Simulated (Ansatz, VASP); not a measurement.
## Cd3InO in VASP and in Ansatz

```xyz
5
Lattice="3.9287 0.0000 0.0000 0.0000 3.9287 0.0000 0.0000 0.0000 6.6852" Properties=species:S:1:pos:R:3 pbc="T T T"
Cd    0.0000    0.0000    4.7626
Cd    1.9644    0.0000    2.9510
Cd    0.0000    1.9644    2.9510
In    0.0000    0.0000    0.1294
O     0.0000    0.0000    3.1050
```

Alike in both runs: task single point; functional PBE; k mesh 4 × 4 × 4; occupations gaussian, width 0.1 eV; no spin polarisation.

|  | VASP | Ansatz |
| --- | --- | --- |
| version | VASP 6.6.1 | Ansatz 0.2.0 |
| potentials or method | VASP PAW PBE potentials, release 64 (Cd, In_d, O), cutoff 520 eV | scalar-relativistic, plane waves, PAW |
| valence electrons in the cell | 55 | 79 |

```csv
,VASP,Ansatz,Ansatz less VASP
gap on the k mesh at the Fermi level (eV),none,none,-
rms of the force components (eV/Å),6.318,5.898,-0.4198
```

Atom by atom the forces differ by 0.514 eV/Å (rms over components). A gap of «none» marks a metal or a gap that the smearing closes. VASP's potentials hold 55 valence electrons a cell and Ansatz's 79, so a difference there can come from the potentials and not from the codes.

The k mesh is coarse, so the values compare programs but aren't converged.
